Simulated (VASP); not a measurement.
# GaN (F-43m) in VASP: settings compared, part 2 of 2

VASP 6.6.1. The steps go on from the part before.

## Step 4: Single point, HSE06

This run uses another cell than the first one, of 11.37 Å³/atom.

POSCAR

```
GaN
1.0
    0.0000000000      2.2489526325      2.2489526325
    2.2489526325      0.0000000000      2.2489526325
    2.2489526325      2.2489526325      0.0000000000
Ga N
1 1
Direct
    0.0000000000      0.0000000000      0.0000000000
    0.7500000000      0.7500000000      0.7500000000
```

INCAR.step1

```
PREC = Accurate
ENCUT = 520
EDIFF = 1E-5
ISMEAR = 0
SIGMA = 0.01
LREAL = F
LASPH = T
NELM = 60
ALGO = Normal
ISIF = 2
LWAVE = T
LCHARG = F
NBANDS = 16
GGA = PE
```

INCAR.step2

```
PREC = Accurate
ENCUT = 520
EDIFF = 1E-6
ISMEAR = 0
SIGMA = 0.01
LREAL = F
LASPH = T
NELM = 60
ALGO = Normal
ISIF = 2
LWAVE = F
LCHARG = F
GGA = PE
LHFCALC = T
HFSCREEN = 0.2079
PRECFOCK = Normal
NBANDS = 16
ISTART = 1
```

KPOINTS

```
regular mesh
0
Gamma
  6 6 6
```

Potentials or basis: VASP PAW PBE potentials, release 64 (Ga_d, N).

The run is started by

```sh
cat potpaw_PBE.64/Ga_d/POTCAR potpaw_PBE.64/N/POTCAR > POTCAR
cp INCAR.step1 INCAR
mpirun -np 1 vasp_std > vasp.out
cp INCAR.step2 INCAR
mpirun -np 1 vasp_std > vasp.out
```

OUTCAR:

```text
PREC = Accurate
   ENCUT = 520
   EDIFF = 1E-6
   ISMEAR = 0
   LREAL = F
   LASPH = T
   NELM = 60
   ISIF = 2
   GGA = PE
   LHFCALC = T
   HFSCREEN = 0.2079
   PRECFOCK = Normal
   ISTART = 1

 ion  position               nearest neighbor table
   1  0.000  0.000  0.000-   2 1.95   2 1.95   2 1.95   2 1.95
   2  0.750  0.750  0.750-   1 1.95   1 1.95   1 1.95   1 1.95

  LATTYP: Found a face centered cubic cell.
 ALAT       =     4.4979052650

  Lattice vectors:

 A1 = (   0.0000000000,   2.2489526325,   2.2489526325)
 A2 = (   2.2489526325,   0.0000000000,   2.2489526325)
 A3 = (   2.2489526325,   2.2489526325,   0.0000000000)

Analysis of symmetry for initial positions (statically):
=====================================================================
 Subroutine PRICEL returns:
 Original cell was already a primitive cell.

[... 162 lines left out ...]
  ext. energy  EPLUGINS =         0.00000000
  ---------------------------------------------------
  free energy    TOTEN  =       -14.73833445 eV

  energy without entropy =      -14.73833445  energy(sigma->0) =      -14.73833445

 E-fermi :   4.5997     XC(G=0):  -9.5875

 val. band max:        4.5235983734   @ k =   0.0000   0.0000   0.0000
 cond. band min:       7.5453262357   @ k =   0.0000   0.0000   0.0000
 fundamental gap:      3.0217278623
 Fermi energy:         4.5996921630

 k-point     1 :       0.0000    0.0000    0.0000
  band No.  band energies     occupation
      1     -12.9682      2.00000
      2     -11.0497      2.00000
      3     -11.0497      2.00000
      4     -11.0497      2.00000
      5     -10.7278      2.00000
      6     -10.7278      2.00000
[... 281 lines left out ...]
      3     -10.8560      2.00000
      4     -10.7494      2.00000
      5     -10.6919      2.00000
      6      -8.3280      2.00000
[... 8 lines left out ...]
     15      27.0269      0.00000
     16      29.7476      0.00000

------------------------ aborting loop because EDIFF is reached ----------------------------------------

  FORCE on cell =-STRESS in cart. coord.  units (eV):
  Direction    XX          YY          ZZ          XY          YZ          ZX
  --------------------------------------------------------------------------------------
  -------------------------------------------------------------------------------------
  Total       -0.0118683     -0.0118683     -0.0118683     -0.0000000      0.0000000      0.0000000
  in kB       -0.8358531     -0.8358531     -0.8358531     -0.0000000      0.0000000      0.0000000
  external PRESSURE =      -0.8358531 kB  Pullay stress =       0.0000000 kB

 VOLUME and BASIS-vectors are now :
 -----------------------------------------------------------------------------
  energy-cutoff  :      520.00
  volume of cell :       22.75
      direct lattice vectors                 reciprocal lattice vectors
     0.000000000  2.248952632  2.248952632    -0.222325714  0.222325714  0.222325714
     2.248952632  0.000000000  2.248952632     0.222325714 -0.222325714  0.222325714
     2.248952632  2.248952632  0.000000000     0.222325714  0.222325714 -0.222325714

 POSITION                                       TOTAL-FORCE (eV/Angst)
 -----------------------------------------------------------------------------------
      0.00000      0.00000      0.00000         0.000000      0.000000      0.000000
      3.37343      3.37343      3.37343        -0.000000     -0.000000     -0.000000
 -----------------------------------------------------------------------------------
    total drift:                                0.000018      0.000019      0.000013

  FREE ENERGIE OF THE ION-ELECTRON SYSTEM (eV)
  ---------------------------------------------------
  free  energy   TOTEN  =       -14.7383344516 eV

  energy  without entropy=      -14.7383344516  energy(sigma->0) =      -14.73833445
```

OUTCAR.step1:

```text
PREC = Accurate
   ENCUT = 520
   EDIFF = 1E-5
   ISMEAR = 0
   LREAL = F
   LASPH = T
[... 513 lines left out ...]
 -----------------------------------------------------------------------------------
      0.00000      0.00000      0.00000         0.000000      0.000000      0.000000
      3.37343      3.37343      3.37343        -0.000000     -0.000000     -0.000000
 -----------------------------------------------------------------------------------
    total drift:                               -0.000001     -0.000001     -0.000001

  FREE ENERGIE OF THE ION-ELECTRON SYSTEM (eV)
  ---------------------------------------------------
  free  energy   TOTEN  =       -12.1337828091 eV

  energy  without entropy=      -12.1337828091  energy(sigma->0) =      -12.13378281
```

OSZICAR.step1:

```text
N       E                     dE             d eps       ncg     rms          rms(c)
DAV:   1     0.846346807753E+02    0.84635E+02   -0.91178E+03   584   0.199E+03
DAV:   2    -0.804828767147E+01   -0.92683E+02   -0.84559E+02   552   0.327E+02
DAV:   3    -0.140827198926E+02   -0.60344E+01   -0.60063E+01   640   0.714E+01
DAV:   4    -0.141470503687E+02   -0.64330E-01   -0.64321E-01   608   0.802E+00
DAV:   5    -0.141479095617E+02   -0.85919E-03   -0.85919E-03   616   0.839E-01    0.774E+00
DAV:   6    -0.121326196436E+02    0.20153E+01   -0.49269E+00   768   0.399E+01    0.268E+00
DAV:   7    -0.121412881036E+02   -0.86685E-02   -0.31866E-01   568   0.652E+00    0.177E+00
DAV:   8    -0.121374605568E+02    0.38275E-02   -0.55240E-02   624   0.323E+00    0.765E-01
DAV:   9    -0.121335322721E+02    0.39283E-02   -0.13875E-02   744   0.273E+00    0.194E-01
DAV:  10    -0.121338735970E+02   -0.34132E-03   -0.15275E-03   624   0.556E-01    0.940E-02
DAV:  11    -0.121337777239E+02    0.95873E-04   -0.27771E-04   728   0.249E-01    0.952E-03
DAV:  12    -0.121337828091E+02   -0.50852E-05   -0.30094E-05   592   0.508E-02
   1 F= -.12133783E+02 E0= -.12133783E+02  d E =-.127406E-16
```

It took 24 min on 1 thread of Intel Xeon Platinum 8259CL at 2.50GHz (Skylake/Cascade Lake), shared host; peak memory 0.25 GiB.

Results:

- Free energy: -14.7383 eV
- Pressure: -0.1 GPa
- Band gap on the k mesh: 3.02 eV

Levels at points of the mesh, in eV from the valence-band top:
```
           k point  band 7  band 8  band 9  band 10  band 11  band 12
(0.00, 0.00, 0.00)    0.00    0.00    0.00     3.02    11.96    11.96
(0.50, 0.00, 0.00)   -7.58   -1.05   -1.05     6.13    10.45    11.94
(0.50, 0.50, 0.00)   -6.59   -2.93   -2.93     4.45     8.19    13.63
```

Caveat: the PAW data sets were made with another functional, which shifts forces and pressure a little.

## Step 5: Relaxation of cell and atoms, HSE06

This run uses another cell than the first one, of 11.37 Å³/atom.

POSCAR is that of step 4.

INCAR.step1

```
PREC = Accurate
ENCUT = 600
EDIFF = 1E-5
ISMEAR = -1
SIGMA = 0.02
LREAL = F
LASPH = T
NELM = 80
ALGO = Normal
LWAVE = T
LCHARG = F
GGA = PE
NBANDS = 16
```

INCAR.step2

```
PREC = Accurate
ENCUT = 600
EDIFF = 1E-6
ISMEAR = -1
SIGMA = 0.02
LREAL = F
LASPH = T
NELM = 80
ALGO = Normal
ISIF = 3
LWAVE = F
LCHARG = F
GGA = PE
LHFCALC = T
HFSCREEN = 0.2079
PRECFOCK = Normal
IBRION = 2
NSW = 80
EDIFFG = -0.005
ISTART = 1
```

KPOINTS is that of step 4.

The run is started by

```sh
cat potpaw_PBE.64/Ga_d/POTCAR potpaw_PBE.64/N/POTCAR > POTCAR
cp INCAR.step1 INCAR
mpirun -np 1 vasp_std > vasp.out
cp INCAR.step2 INCAR
mpirun -np 1 vasp_std > vasp.out
```

Run time: 73 min. Hardware: 1 thread of Oxide Virtual Turin-like, shared host; peak memory 0.25 GiB.

It converged, with:

* Free energy: -14.7385 eV
* Relaxed volume: 11.36 Å³/atom
* Relaxed cell: a = 3.179 Å, b = 3.179 Å, c = 3.179 Å, α = 60.00°, β = 60.00°, γ = 60.00°
* Space group after relaxing (to 0.1 Å): F-43m (No. 216)
* Energy gained by relaxing: 0.0 meV/atom
* Ionic steps: 4
* Pressure after relaxing: 0.0 GPa
* Band gap on the k mesh: 3.03 eV

Final structure:
```
Ga N
1.0
     0.00000    2.24802    2.24802
     2.24802    0.00000    2.24802
     2.24802    2.24802    0.00000
Ga N
1 1
Direct
  0.00000 0.00000 0.00000
  0.75000 0.75000 0.75000
```

Levels at points of the mesh, in eV from the valence-band top:
```
           k point  band 6  band 7  band 8  band 9  band 10  band 11  band 12  band 13
(0.00, 0.00, 0.00)  -15.25    0.00    0.00    0.00     3.03    11.96    11.96    11.96
(0.50, 0.00, 0.00)  -13.61   -7.59   -1.05   -1.05     6.14    10.46    11.95    11.95
(0.50, 0.50, 0.00)  -13.05   -6.60   -2.93   -2.93     4.46     8.20    13.64    16.11
```

Caveat: the PAW data sets were made with another functional, which shifts forces and pressure a little.

## Step 6: The runs side by side

| task | level | spin | cell | k mesh | cutoff (eV) | smearing | grid for exact exchange (PRECFOCK) | share of exact exchange | screening parameter | gap on the mesh (eV) | pressure (GPa) | relaxed volume (Å³/atom) |
| --- | --- | --- | --- | --- | --- | --- | --- | --- | --- | --- | --- | --- |
| relaxation of cell and atoms | r2SCAN | off | relaxed from a = 3.216 Å, angles 60.0°, 2 atoms | 8 × 8 × 8 | 600 | fermi-dirac 0.02 eV | - | - | - | 2.12 | -0.1 | 11.44 |
| single point | PBE | non-collinear, zero start, SOC | a = 3.180 Å, angles 60.0°, 2 atoms | 10 × 10 × 10 | 520 | gaussian 0.01 eV | - | - | - | - | 6.2 | - |
| single point | HSE06 | off | a = 3.180 Å, angles 60.0°, 2 atoms | 6 × 6 × 6 | 520 | gaussian 0.01 eV | Normal | 0.25 | 0.2079 1/Å | 3.02 | -0.1 | - |
| relaxation of cell and atoms | HSE06 | off | relaxed from a = 3.180 Å, angles 60.0°, 2 atoms | 6 × 6 × 6 | 600 | fermi-dirac 0.02 eV | Normal | 0.25 | 0.2079 1/Å | 3.03 | 0.0 | 11.36 |

Alike in all rows: potentials or basis VASP PAW PBE potentials, release 64 (Ga_d, N).

Caveats: the PAW data sets were made with another functional, which shifts forces and pressure a little (at least some runs); the cell stands under pressure (at least some runs).

Absolute energies hang on the potentials; compare differences alone.
